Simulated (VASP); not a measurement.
Set up this calculation in VASP 6.6.1, as the native input.

| Property | Result |
| --- | --- |
| Task | single point |
| Functional | b88 exchange, pbe correlation |
| Potentials or basis | VASP PAW PBE potentials, release 64 (Hg, Te) |
| Cutoff | 500 eV |
| k mesh | 7 × 7 × 7 |
| Occupations | fermi-dirac, width 0.05 eV |
| Spin | no spin polarisation |
| Dipole correction | no |
| Further INCAR settings | ALGO = Normal; EDIFF = 1e-06; NBANDS = 16 |

The structure of HgTe lies in POSCAR:

```
HgTe
1.0
    0.0000000000      3.1929255244      3.1929255244
    3.1929255244      0.0000000000      3.1929255244
    3.1929255244      3.1929255244      0.0000000000
Hg Te
1 1
Direct
    0.0000000000      0.0000000000      0.0000000000
    0.7500000000      0.7500000000      0.7500000000
```

The input as run:

INCAR

```
  PREC = Accurate
  ENCUT = 500
  EDIFF = 1E-6
  ISMEAR = -1
  SIGMA = 0.05
  LREAL = F
  LASPH = T
  NELM = 120
  ALGO = Normal
  ISIF = 2
  LWAVE = F
  LCHARG = F
  GGA = LIBXC
  LIBXC1 = GGA_X_B88
  LIBXC2 = GGA_C_PBE
  NBANDS = 16
  GGA_COMPAT = F
```

KPOINTS

```
regular mesh
0
Gamma
  7 7 7
```

Potentials or basis: VASP PAW PBE potentials, release 64 (Hg, Te).

Run with:

```sh
$ cat potpaw_PBE.64/Hg/POTCAR potpaw_PBE.64/Te/POTCAR > POTCAR
$ mpirun -np 1 vasp_std > vasp.out
```

Results of the run:

```json
{
  "Pressure": "5.7 GPa",
  "Band gap on the k mesh": "zero (filled and empty bands touch)"
}
```

Caveat: the cell stands under pressure; semilocal functionals underestimate gaps, so a narrow gap can read as zero; the PAW data sets were made with another functional, which shifts forces and pressure a little; spin-orbit coupling is left out, which moves the levels of the heavy elements.

It took 27 s on 1 thread of Intel(R) Xeon(R) Platinum 8259CL CPU @ 2.50GHz (Skylake/Cascade Lake), on a shared host, peak memory 0.21 GiB.
